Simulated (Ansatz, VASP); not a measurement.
**One calculation of Al7Ni6, two programs**

```
CELL_PARAMETERS angstrom
4.04771 0.00000 0.00000
-2.02386 3.50542 0.00000
0.00000 0.00000 24.91483
ATOMIC_POSITIONS crystal
Al 0.66667 0.33333 0.30411
Al 0.33333 0.66667 0.36431
Al 0.00000 0.00000 0.43470
Al 0.66667 0.33333 0.50000
Al 0.33333 0.66667 0.56530
Al 0.00000 0.00000 0.63569
Al 0.66667 0.33333 0.69589
Ni 0.00000 0.00000 0.33781
Ni 0.66667 0.33333 0.40154
Ni 0.33333 0.66667 0.46543
Ni 0.00000 0.00000 0.53457
Ni 0.66667 0.33333 0.59846
Ni 0.33333 0.66667 0.66219
```

Alike in both runs: functional PBEsol; k mesh 9 × 9 × 1; occupations gaussian, width 0.1 eV; no spin polarisation.

Ansatz relaxed the structure, and its values are those at the end. VASP's run is a single point on that final structure, the one shown.

|  | VASP | Ansatz |
| --- | --- | --- |
| version | VASP 6.6.1 | Ansatz 0.2.0 |
| potentials or method | VASP PAW PBE potentials, release 64 (Al, Ni), cutoff 520 eV | scalar-relativistic, plane waves, PAW |
| valence electrons in the cell | 81 | 129 |

|  | VASP | Ansatz | Ansatz less VASP |
| --- | --- | --- | --- |
| gap on the k mesh at the Fermi level (eV) | none | none | - |
| rms of the force components (eV/Å) | 0.005 | 0.001 | -0.0043 |
| work function, face that differs most (eV) | 4.19 | 4.19 | -0.003 |

VASP's potentials were made for PBE, not for PBEsol. A gap of «none» marks a metal or a gap that the smearing closes. VASP's potentials hold 81 valence electrons a cell and Ansatz's 129, so a difference there can come from the potentials and not from the codes. Ansatz's warnings: xc potential rough in thin density.
